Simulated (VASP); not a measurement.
Set up this calculation in VASP 6.6.1, as the native input.

```
Task                   : single point
Functional             : PBEsol
Potentials or basis    : VASP PAW PBE potentials, release 64 (Ga_d, As)
Cutoff                 : 500 eV
k mesh                 : 12 × 12 × 12
Occupations            : gaussian, width 0.02 eV
Spin                   : no spin polarisation
Dipole correction      : no
Further INCAR settings : ALGO = Normal; EDIFF = 1e-06; NBANDS = 16
```

The structure of GaAs lies in POSCAR:

```
GaAs
1.0
    0.0000000000      2.8295279508      2.8295279508
    2.8295279508      0.0000000000      2.8295279508
    2.8295279508      2.8295279508      0.0000000000
Ga As
1 1
Direct
    0.0000000000      0.0000000000      0.0000000000
    0.2500000000      0.2500000000      0.2500000000
```

These files were run (other wordings do the same):

INCAR

```
SYSTEM = GaAs
PREC = Accurate ; ENCUT = 500
EDIFF = 1E-6 ; ISMEAR = 0
SIGMA = 0.02 ; LREAL = .False.
LASPH = .True. ; NELM = 120
ALGO = Normal ; ISIF = 2
LWAVE = .False. ; LCHARG = .True.
GGA = PS ; LELF = .True.
LVHAR = .True. ; NBANDS = 16
GGA_COMPAT = .False.
```

KPOINTS

```
regular mesh
0
Gamma
  12 12 12
  0 0 0
```

Potentials or basis: VASP PAW PBE potentials, release 64 (Ga_d, As).

The run is started by

```sh
$ cat potpaw_PBE.64/Ga_d/POTCAR potpaw_PBE.64/As/POTCAR > POTCAR
$ mpirun -np 1 vasp_std > vasp.out
```

Results of the run:

```
Pressure               : 0.2 GPa
Band gap on the k mesh : 0.44 eV
```

Caveat: the PAW data sets were made with another functional, which shifts forces and pressure a little.

Wall time 92 s on 1 thread of Intel Xeon 8259CL, with other jobs on the host, peak memory 0.2 GiB.
